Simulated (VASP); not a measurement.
# Cu12CO in VASP: single point with PBE+D3(BJ)

Aim: the single point of Cu12CO with PBE+D3(BJ).

Everything below comes from runs of VASP 6.6.1. Logs are shortened: lines on timing, memory, paths and dates and some standing lists are left out, and cuts for length are marked.

## (1) The cell of the first run

The cell holds a slab with vacuum, 14 atoms: a = 5.039 Å, b = 5.039 Å, c = 22.872 Å, α = 90.00°, β = 90.00°, γ = 120.00°.

## (2) Single point, PBE+D3(BJ)

The input, INCAR:

```
SYSTEM = Cu12CO
  PREC = Accurate
  ENCUT = 520
  EDIFF = 1E-6
  ISMEAR = 0
  SIGMA = 0.1
  LREAL = .FALSE.
  LASPH = .TRUE.
  NELM = 100
  ALGO = Normal
  ISIF = 2
  LWAVE = .FALSE.
  LCHARG = .FALSE.
  LDIPOL = .TRUE.
  IDIPOL = 3
  DIPOL = 0.5 0.5 0.300
  GGA = PE
  IVDW = 12
  NBANDS = 84
```

The input, KPOINTS:

```
Automatic mesh
0
G
  6 6 1
  0 0 0
```

The input, POSCAR:

```
Cu12CO
1.0
    5.0393684011      0.0000000000      0.0000000000
   -2.5196842005      4.3642210544      0.0000000000
    0.0000000000      0.0000000000     22.8721943999
Cu O C
12 1 1
Direct
    0.3333333333      0.1666666667      0.1748848375
    0.3333333333      0.6666666667      0.1748848375
    0.8333333333      0.1666666667      0.1748848375
    0.8333333333      0.6666666667      0.1748848375
    0.1666666667      0.3333333333      0.2649977796
    0.1666666667      0.8333333333      0.2649977796
    0.6666666667      0.3333333333      0.2649977796
    0.6666666667      0.8333333333      0.2649977796
    0.0000000000      0.0000000000      0.3551121619
    0.0000000000      0.5000000000      0.3551121619
    0.5000000000      0.0000000000      0.3551121619
    0.5000000000      0.5000000000      0.3551121619
    0.1666666667      0.0833333333      0.4862757900
    0.1666666667      0.0833333333      0.5365551807
```

Potentials or basis: VASP PAW PBE potentials, release 64 (Cu, O, C).

Run with:

```bash
$ cat potpaw_PBE.64/Cu/POTCAR potpaw_PBE.64/O/POTCAR potpaw_PBE.64/C/POTCAR > POTCAR
$ mpirun -np 1 vasp_std > vasp.out
```

OUTCAR:

```text
SYSTEM = Cu12CO
   PREC = Accurate
   ENCUT = 520
   EDIFF = 1E-6
   ISMEAR = 0
   LREAL = .FALSE.
   LASPH = .TRUE.
   NELM = 100
   ISIF = 2
   GGA = PE
   IVDW = 12
 IVDW          = 12

 ion  position               nearest neighbor table
   1  0.333  0.167  0.175-   2 2.52   2 2.52   3 2.52   3 2.52   4 2.52   4 2.52   5 2.52   6 2.52
                             7 2.52
   2  0.333  0.667  0.175-   1 2.52   1 2.52   4 2.52   4 2.52   3 2.52   3 2.52   6 2.52   5 2.52
                             8 2.52
   3  0.833  0.167  0.175-   4 2.52   4 2.52   1 2.52   1 2.52   2 2.52   2 2.52   7 2.52   8 2.52
                             5 2.52
   4  0.833  0.667  0.175-   3 2.52   3 2.52   2 2.52   2 2.52   1 2.52   1 2.52   8 2.52   7 2.52
                             6 2.52
   5  0.167  0.333  0.265-   6 2.52   6 2.52   7 2.52   7 2.52   8 2.52   8 2.52   1 2.52   2 2.52
                             3 2.52   9 2.52  12 2.52  10 2.52
   6  0.167  0.833  0.265-   5 2.52   5 2.52   8 2.52   8 2.52   7 2.52   7 2.52   2 2.52   1 2.52
                             4 2.52  10 2.52  11 2.52   9 2.52
   7  0.667  0.333  0.265-   8 2.52   8 2.52   5 2.52   5 2.52   6 2.52   6 2.52   3 2.52   4 2.52
                             1 2.52  11 2.52  10 2.52  12 2.52
   8  0.667  0.833  0.265-   7 2.52   7 2.52   6 2.52   6 2.52   5 2.52   5 2.52   4 2.52   3 2.52
                             2 2.52  12 2.52   9 2.52  11 2.52
   9  0.000  0.000  0.355-  10 2.52  10 2.52  11 2.52  11 2.52  12 2.52  12 2.52   5 2.52   8 2.52
                             6 2.52
  10  0.000  0.500  0.355-   9 2.52   9 2.52  12 2.52  12 2.52  11 2.52  11 2.52   6 2.52   7 2.52
                             5 2.52
  11  0.500  0.000  0.355-  12 2.52  12 2.52   9 2.52   9 2.52  10 2.52  10 2.52   7 2.52   6 2.52
                             8 2.52
  12  0.500  0.500  0.355-  11 2.52  11 2.52  10 2.52  10 2.52   9 2.52   9 2.52   8 2.52   5 2.52
                             7 2.52
  13  0.167  0.083  0.486-  14 1.15
  14  0.167  0.083  0.537-  13 1.15

  LATTYP: Found a hexagonal cell.
 ALAT       =     5.0393684011
 C/A-ratio  =     4.5387025872

  Lattice vectors:

 A1 = (   5.0393684011,   0.0000000000,   0.0000000000)
 A2 = (  -2.5196842005,   4.3642210544,   0.0000000000)
 A3 = (   0.0000000000,   0.0000000000,  22.8721943999)

Analysis of symmetry for initial positions (statically):
=====================================================================
 Subroutine PRICEL returns:
 Original cell was already a primitive cell.

 Routine SETGRP: Setting up the symmetry group for a
 hexagonal supercell.

 Subroutine GETGRP returns: Found  2 space group operations
 (whereof  2 operations were pure point group operations)
 out of a pool of 24 trial point group operations.

The static configuration has the point symmetry C_1h.

Analysis of symmetry for dynamics (positions and initial velocities):
=====================================================================
 Subroutine PRICEL returns:
 Original cell was already a primitive cell.

 Routine SETGRP: Setting up the symmetry group for a
 hexagonal supercell.

 Subroutine GETGRP returns: Found  2 space group operations
 (whereof  2 operations were pure point group operations)
 out of a pool of 24 trial point group operations.

The dynamic configuration has the point symmetry C_1h.

 Subroutine INISYM returns: Found  2 space group operations
 (whereof  2 operations are pure point group operations),
 and found     1 'primitive' translations

----------------------------------------------------------------------------------------

                                     Primitive cell

  volume of cell :     503.0263

  direct lattice vectors                    reciprocal lattice vectors
     5.039368401  0.000000000  0.000000000     0.198437566  0.114567982  0.000000000
    -2.519684200  4.364221054  0.000000000     0.000000000  0.229135964  0.000000000
     0.000000000  0.000000000 22.872194400     0.000000000  0.000000000  0.043721209

  length of vectors
     5.039368401  5.039368401 22.872194400     0.229135964  0.229135964  0.043721209

  position of ions in fractional coordinates (direct lattice)
     0.333333333  0.166666667  0.174884838
     0.333333333  0.666666667  0.174884838
     0.833333333  0.166666667  0.174884838
     0.833333333  0.666666667  0.174884838
     0.166666667  0.333333333  0.264997780
     0.166666667  0.833333333  0.264997780
     0.666666667  0.333333333  0.264997780
     0.666666667  0.833333333  0.264997780
     0.000000000  0.000000000  0.355112162
     0.000000000  0.500000000  0.355112162
     0.500000000  0.000000000  0.355112162
     0.500000000  0.500000000  0.355112162
     0.166666667  0.083333333  0.486275790
     0.166666667  0.083333333  0.536555181

  ion indices of the primitive-cell ions
   primitive index   ion index
                 1           1
                 2           2
                 3           3
                 4           4
                 5           5
                 6           6
                 7           7
                 8           8
                 9           9
                10          10
                11          11
                12          12
                13          13
                14          14

----------------------------------------------------------------------------------------

 KPOINTS: Automatic mesh

Automatic generation of k-mesh.
 Grid dimensions read from file:
 generate k-points for:    6    6    1

 Generating k-lattice:

  Cartesian coordinates                     Fractional coordinates (reciprocal lattice)
     0.033072928  0.019094664  0.000000000     0.166666667  0.000000000  0.000000000
     0.000000000  0.038189327  0.000000000     0.000000000  0.166666667  0.000000000
     0.000000000  0.000000000  0.043721209     0.000000000  0.000000000  1.000000000

  Length of vectors
     0.038189327  0.038189327  0.043721209

  Shift w.r.t. Gamma in fractional coordinates (k-lattice)
     0.000000000  0.000000000  0.000000000

 Subroutine IBZKPT returns following result:
 ===========================================

 Found     13 irreducible k-points:

 Following reciprocal coordinates:
            Coordinates               Weight
  0.000000  0.000000  0.000000      1.000000
  0.166667  0.000000  0.000000      2.000000
  0.000000  0.166667  0.000000      4.000000
  0.333333 -0.000000  0.000000      2.000000
  0.000000  0.333333  0.000000      4.000000
  0.500000 -0.000000  0.000000      1.000000
  0.000000  0.500000  0.000000      2.000000
  0.166667  0.166667  0.000000      4.000000
 -0.166667  0.333333  0.000000      2.000000
  0.333333  0.166667  0.000000      4.000000
 -0.166667  0.500000  0.000000      4.000000
  0.500000  0.333333  0.000000      4.000000
  0.333333  0.333333  0.000000      2.000000
   k-points           NKPTS =     13   k-points in BZ     NKDIM =     13   number of bands    NBANDS=     84
   number of dos      NEDOS =    301   number of ions     NIONS =     14
   total plane-waves  NPLWV = 288000
   dimension x,y,z NGX =    40 NGY =   40 NGZ =  180
   dimension x,y,z NGXF=    80 NGYF=   80 NGZF=  360
   ions per type =              12   1   1
   NGX,Y,Z   is equivalent  to a cutoff of  13.20, 13.20, 13.08 a.u.
   NGXF,Y,Z  is equivalent  to a cutoff of  26.39, 26.39, 26.17 a.u.
 SYSTEM =  Cu12CO
   PREC   = accura    normal or accurate (medium, high low for compatibility)
   ISTART =      0    job   : 0-new  1-cont  2-samecut
   ICHARG =      2    charge: 1-file 2-atom 10-const
   ISPIN  =      1    spin polarized calculation?
   LNONCOLLINEAR =      F non collinear calculations
   LSORBIT =      F    spin-orbit coupling
   LASPH  =      T    aspherical Exc in radial PAW
   ENCUT  =  520.0 eV  38.22 Ry    6.18 a.u.   9.37  9.37 42.53*2*pi/ulx,y,z
   NELM   =    100;   NELMIN=  2; NELMDL= -5     # of ELM steps
   EDIFF  = 0.1E-05   stopping-criterion for ELM
   LREAL  =      F    real-space projection
   EDIFFG = 0.1E-04   stopping-criterion for IOM
   NSW    =      0    number of steps for IOM
   IBRION =     -1    ionic relax: 0-MD 1-quasi-New 2-CG
   NFREE  =      0    steps in history (QN), initial steepest desc. (CG)
   ISIF   =      2    stress and relaxation
   ISYM   =      2    0-nonsym 1-usesym 2-fastsym
   POTIM  = 0.5000    time-step for ionic-motion
   TEBEG  =    0.0;   TEEND  =   0.0 temperature during run
   PSTRESS=    0.0 pullay stress
   NELECT =     142.0000    total number of electrons
   NUPDOWN=      -1.0000    fix difference up-down
   EMIN   =  10.00;   EMAX   =-10.00  energy-range for DOS
   EFERMI =   0.00;   METHOD = LEGACY
   ISMEAR =     0;   SIGMA  =   0.10  broadening in eV -4-tet -1-fermi 0-gaus
   EFERMI_NEDOS =   21; number of points for ismear=-14 and -15
   IALGO  =     38    algorithm
   IMIX   =      4    mixing-type and parameters
     AMIX     =   0.40;   BMIX     =  1.00
     AMIX_MAG =   1.60;   BMIX_MAG =  1.00
  volume/ion in A,a.u.               =      35.93       242.47
  Fermi-wavevector in a.u.,A,eV,Ry     =   1.073925  2.029424 15.691809  1.153315
  Thomas-Fermi vector in A             =   2.209739
   LORBIT       =      0    0 simple, 1 ext, 2 COOP (PROOUT), +10 PAW based schemes
   GGA     = PE    functional components
   LHFCALC =     F    Hartree Fock is set to
   AEXX    =    0.0000 exact exchange contribution
   IVDW    =    12    specifies the selected vdW correction
   LEPSILON=     F    determine dielectric tensor
   LRPA    =     F    only Hartree local field effects (RPA)
 non-spin polarized calculation
 Gauss-broadening in eV      SIGMA  =   0.10
  energy-cutoff  :      520.00
  volume of cell :      503.03
 maximum number of plane-waves:     13633
 NGX is ok and might be reduce to    40
   NGX = 19   NGY = 19   NGZ = 85

 number of electron     141.9999971 magnetization

 dipolmoment           0.000000      0.000000     -0.005829 electrons x Angstroem

 Free energy of the ion-electron system (eV)
  ---------------------------------------------------
  ext. energy  EPLUGINS =         0.00000000
  ---------------------------------------------------
  free energy    TOTEN  =       -55.65988136 eV

  energy without entropy =      -55.58454090  energy(sigma->0) =      -55.62221113

 E-fermi :  -0.8584     XC(G=0):  -4.9717

 val. band max:       -0.8780636429   @ k =   0.1667   0.0000   0.0000
 cond. band min:      -0.8470951742   @ k =   0.1667   0.0000   0.0000
 fundamental gap:      0.0309684686
 Fermi energy:        -0.8584455649

 k-point     1 :       0.0000    0.0000    0.0000
  band No.  band energies     occupation
      1     -25.6634      2.00000
      2     -10.6496      2.00000
      3      -9.7371      2.00000
      4      -8.1691      2.00000
      5      -8.1671      2.00000
      6      -7.6881      2.00000
[... 1107 lines left out ...]
     82       3.4610      0.00000
     83       4.0814      0.00000
 [bands above 83 left out]

------------------------ aborting loop because EDIFF is reached ----------------------------------------

 vacuum level on the upper side and lower side of the slab       (xc-potential included)        -0.133        -0.124

 Edisp (eV)   -4.91850

 E8    (eV) :    -2.1864

  FORCE on cell =-STRESS in cart. coord.  units (eV):
  Direction    XX          YY          ZZ          XY          YZ          ZX
  --------------------------------------------------------------------------------------
  -------------------------------------------------------------------------------------
  Total      -3.11282    -3.09837    -0.01707    -0.01251    -0.01056    -0.01828
  in kB      -9.91456    -9.86856    -0.05439    -0.03983    -0.03362    -0.05823
  external pressure =       -6.61 kB  Pullay stress =        0.00 kB

 VOLUME and BASIS-vectors are now :
 -----------------------------------------------------------------------------
  energy-cutoff  :      520.00
  volume of cell :      503.03
      direct lattice vectors                 reciprocal lattice vectors
     5.039368401  0.000000000  0.000000000     0.198437566  0.114567982  0.000000000
    -2.519684200  4.364221054  0.000000000     0.000000000  0.229135964  0.000000000
     0.000000000  0.000000000 22.872194400     0.000000000  0.000000000  0.043721209

 POSITION                                       TOTAL-FORCE (eV/Angst)
 -----------------------------------------------------------------------------------
      1.25984      0.72737      4.00000         0.001124      0.000649     -0.051401
     -0.00000      2.90948      4.00000         0.001241      0.000716     -0.036148
      3.77953      0.72737      4.00000        -0.001272      0.000315     -0.040581
      2.51968      2.90948      4.00000        -0.000363     -0.001259     -0.040581
      0.00000      1.45474      6.06108         0.004312     -0.006718      0.004136
     -1.25984      3.63685      6.06108        -0.003662      0.007093      0.004136
      2.51968      1.45474      6.06108        -0.004315     -0.002492      0.003297
      1.25984      3.63685      6.06108         0.004152      0.002397      0.000333
      0.00000      0.00000      8.12219        -0.020262     -0.011698      0.002468
     -1.25984      2.18211      8.12219        -0.007665     -0.004425      0.033809
      2.51968      0.00000      8.12219         0.024126     -0.005024      0.018101
      1.25984      2.18211      8.12219         0.007712      0.023405      0.018101
      0.62992      0.36369     11.12219        -0.006214     -0.003588      0.764179
      0.62992      0.36369     12.27219         0.001087      0.000627     -0.679849
 -----------------------------------------------------------------------------------
    total drift:                               -0.000120     -0.000069     -0.008165

  FREE ENERGIE OF THE ION-ELECTRON SYSTEM (eV)
  ---------------------------------------------------
  free  energy   TOTEN  =       -60.5783807507 eV

  energy  without entropy=      -60.5030402874  energy(sigma->0) =      -60.54071052

 vacuum level on the upper side and lower side of the slab         3.756         3.785
```

Run time: 18 min. Hardware: 1 thread of AMD EPYC 9R45 (Zen 5), shared host; peak memory 0.8 GiB.

What came out:

| Property | Result |
| --- | --- |
| Free energy | -60.5784 eV |
| Largest force | 0.764 eV/Å |
| Band gap on the k mesh | zero (bands 71 and 72 overlap by 0.41 eV) |
| Dispersion energy per atom | -0.351 eV |

Forces on the atoms (eV/Å):
```
Cu   0.001  0.001 -0.051
Cu   0.001  0.001 -0.036
Cu  -0.001  0.000 -0.041
Cu   0.000 -0.001 -0.041
Cu   0.004 -0.007  0.004
Cu  -0.004  0.007  0.004
Cu  -0.004 -0.002  0.003
Cu   0.004  0.002  0.000
Cu  -0.020 -0.012  0.002
Cu  -0.008 -0.004  0.034
Cu   0.024 -0.005  0.018
Cu   0.008  0.023  0.018
O   -0.006 -0.004  0.764
C    0.001  0.001 -0.680
```

Levels at points of the mesh, in eV from the Fermi level:
```tsv
k point	band 68	band 69	band 70	band 71	band 72	band 73
(0.00, 0.00, 0.00)	-1.34	-0.11	0.02	0.03	0.03	1.21
(0.50, 0.00, 0.00)	-1.54	-1.54	0.04	0.04	0.29	0.35
(0.00, 0.50, 0.00)	-1.54	-1.54	0.04	0.05	0.29	0.35
```

With open d or f shells a metallic result of PBE can be an artefact of self-interaction; +U or a hybrid may open a gap.

The gap in the log of VASP goes by the Fermi energy; the results here count the filled bands.